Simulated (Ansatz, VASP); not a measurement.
## One calculation of InO, two programs

File INCAR:

```
  PREC = Accurate
  ENCUT = 520
  EDIFF = 1E-6
  ISMEAR = 0
  SIGMA = 0.05
  LREAL = False
  LASPH = True
  NELM = 80
  ALGO = Normal
  ISIF = 2
  LWAVE = False
  LCHARG = False
  GGA = PE
  IVDW = 12
  NBANDS = 27
```

The input KPOINTS:

```
Automatic mesh
0
Gamma
  12 12 2
```

Contents of POSCAR:

```
InO
1.0
    3.3440386077      0.0000000000      0.0000000000
   -1.6720193039      2.8960223855      0.0000000000
    0.0000000000      0.0000000000     15.8520222321
In O
2 2
Direct
    0.6666666667      0.3333333333      0.5895266171
    0.6666666667      0.3333333333      0.4104733829
    0.0000000000      0.0000000000      0.6398766429
    0.0000000000      0.0000000000      0.3601233571
```

Input for Ansatz:

```yaml
crystal:
  lattice:
    - [3.3440386077, 0.0, 0.0]
    - [-1.6720193039, 2.8960223855, 0.0]
    - [0.0, 0.0, 15.8520222321]
  atoms:
    - { symbol: In, position: [0.6666666667, 0.3333333333, 0.5895266171] }
    - { symbol: In, position: [0.6666666667, 0.3333333333, 0.4104733829] }
    - { symbol: O, position: [0.0, 0.0, 0.6398766429] }
    - { symbol: O, position: [0.0, 0.0, 0.3601233571] }
basis:
  ecutwfc: 420
kpoints:
  mp_grid: { grid: [12, 12, 2] }
hamiltonian:
  xc: pbe
  dispersion: d3bj
scf:
  occupations: { method: gaussian, width: 0.05 }
output:
  forces: true
  stress: true
  eigenvalues: true
```

Change from the starting cell: strain -0.025 along x and y, +0.000 along z, atoms carried along.

Alike in both runs: task single point; functional PBE; dispersion D3(BJ); k mesh 12 × 12 × 2; occupations gaussian, width 0.05 eV; no spin polarisation.

|  | VASP | Ansatz |
| --- | --- | --- |
| version | VASP 6.6.1 | Ansatz 0.2.0 |
| potentials or method | VASP PAW PBE potentials, release 64 (In_d, O), cutoff 520 eV | scalar-relativistic, plane waves, PAW |
| valence electrons in the cell | 38 | 38 |

|  | VASP | Ansatz | Ansatz less VASP |
| --- | --- | --- | --- |
| gap on the k mesh at the Fermi level (eV) | 0.40 | 0.41 | +0.008 |
| least direct gap on the mesh (eV) | 1.36 | 1.37 | +0.011 |
| rms of the force components (eV/Å) | 0.329 | 0.306 | -0.0231 |

Atom by atom the forces differ by 0.023 eV/Å (rms over components).
